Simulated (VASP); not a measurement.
Set up this calculation in VASP 6.6.1, as the native input.

```
Task                   : single point
Functional             : LDA
Potentials or basis    : VASP PAW LDA potentials, release 64 (Sn_d, Se)
Cutoff                 : 520 eV
k mesh                 : 8 × 8 × 8
Occupations            : gaussian, width 0.05 eV
Spin                   : no spin polarisation
Dipole correction      : no
Further INCAR settings : ALGO = Normal; EDIFF = 1e-06; NBANDS = 17
```

The structure of SnSe lies in POSCAR:

```
SnSe
1.0
    0.0000000000      3.0100000000      3.0100000000
    3.0100000000      0.0000000000      3.0100000000
    3.0100000000      3.0100000000      0.0000000000
Sn Se
1 1
Direct
   -0.0332225914     -0.0332225914      0.0332225914
    0.5000000000      0.5000000000      0.5000000000
```

This cell differs from its parent crystal: atom 1 (Sn) moved by (+0.000, -0.200) A along [1 1 0] and z.

The input as run:

INCAR

```
SYSTEM = SnSe
PREC     = Accurate       ! precision mode
ENCUT    = 520            ! plane-wave cutoff, eV
EDIFF    = 1E-6           ! SCF threshold, eV
ISMEAR   = 0              ! smearing method
SIGMA    = 0.05           ! smearing width, eV
LREAL    = .FALSE.        ! projectors in reciprocal space
LASPH    = .TRUE.         ! aspherical terms in the spheres
NELM     = 100            ! most SCF steps
ALGO     = Normal         ! electronic algorithm
ISIF     = 2              ! what is computed and relaxed
LWAVE    = .FALSE.        ! write WAVECAR
LCHARG   = .TRUE.         ! write CHGCAR
GGA      = CA             ! functional
LELF     = .TRUE.         ! ELF
LVHAR    = .TRUE.       
NBANDS   = 17             ! bands
```

KPOINTS

```
Automatic mesh
0
G
  8 8 8
  0 0 0
```

Potentials or basis: VASP PAW LDA potentials, release 64 (Sn_d, Se).

Run with:

```console
$ cat potpaw_LDA.64/Sn_d/POTCAR potpaw_LDA.64/Se/POTCAR > POTCAR
$ mpirun -np 1 vasp_std > vasp.out
```

It gave:

- Pressure: -2.7 GPa
- Largest force: 0.069 eV/Å
- Band gap on the k mesh: 0.80 eV, indirect (the least direct gap lies 2.4 meV higher)

Caveat: the cell differs from its parent crystal (atom 1 (Sn) moved by (+0.000, -0.200) A along [1 1 0] and z); spin-orbit coupling is left out, which moves the levels of the heavy elements.

It took 43 s on 1 thread of AMD EPYC 7R13 (shared host), peak memory 0.16 GiB.
